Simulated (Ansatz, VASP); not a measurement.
# GaSb4: VASP beside Ansatz

```
Ga Sb
1.0
     5.37381    0.00000    0.00000
     0.00000    5.37381    0.00000
     0.00000    0.00000    5.37381
Ga Sb
1 4
Direct
  0.00000 0.00000 0.00000
  0.29918 0.29918 0.29918
  0.70082 0.70082 0.29918
  0.29918 0.70082 0.70082
  0.70082 0.29918 0.70082
```

Change from the starting cell: species swapped into the SnI4 type (P-43m, No. 215).

Alike in both runs: functional PBE; k mesh 4 × 4 × 4; occupations gaussian, width 0.1 eV; no spin polarisation.

Ansatz relaxed the structure, and its values are those at the end. VASP's run is a single point on that final structure, the one shown.

|  | VASP | Ansatz |
| --- | --- | --- |
| version | VASP 6.6.1 | Ansatz 0.2.0 |
| potentials or method | VASP PAW PBE potentials, release 64 (Ga_d, Sb), cutoff 520 eV | scalar-relativistic, plane waves, PAW |
| valence electrons in the cell | 33 | 73 |

```csv
,VASP,Ansatz,Ansatz less VASP
gap on the k mesh at the Fermi level (eV),none,none,-
pressure (GPa),-0.3,-0.3,+0.02
rms of the force components (eV/Å),0.014,0.011,-0.0035
```

A gap of «none» marks a metal or a gap that the smearing closes. The functional is the same, so the differences come from potentials, cutoffs and numerics. VASP's potentials hold 33 valence electrons a cell and Ansatz's 73, so a difference there can come from the potentials and not from the codes.

Neither program's run includes spin-orbit coupling.
